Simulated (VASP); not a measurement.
A run of VASP 6.6.1:

File INCAR:

```
  PREC = Accurate
  ENCUT = 520
  EDIFF = 1E-6
  ISMEAR = 0
  SIGMA = 0.05
  LREAL = False
  LASPH = True
  NELM = 100
  ALGO = Normal
  ISIF = 2
  LWAVE = False
  LCHARG = False
  GGA = PE
  NBANDS = 22
```

Contents of KPOINTS:

```
Automatic mesh
0
Gamma
  6 6 2
```

POSCAR

```
I
1.0
    4.4527257976     -2.2999726559      0.0000000000
    4.4527257976      2.2999726559      0.0000000000
    0.0000000000      0.0000000000      9.8618558071
I
4
Direct
    0.8414603222      0.1585396778      0.1220019283
    0.1585396778      0.8414603222      0.8779980717
    0.3414603222      0.6585396778      0.3779980717
    0.6585396778      0.3414603222      0.6220019283
```

Potentials or basis: VASP PAW PBE potentials, release 64 (I).

The run is started by

```bash
$ cat potpaw_PBE.64/I/POTCAR > POTCAR
$ mpirun -np 1 vasp_std > vasp.out
```

Hardware: 1 thread of Intel(R) Xeon(R) Platinum 8488C (Sapphire Rapids), with other jobs on the host.

Problem. Estimate the wall time of this run.

Solution. Run time: 79 s on 1 thread of Intel(R) Xeon(R) Platinum 8488C (Sapphire Rapids) (shared host), peak memory 0.37 GiB. Counts: scf iterations 13, k points 26.
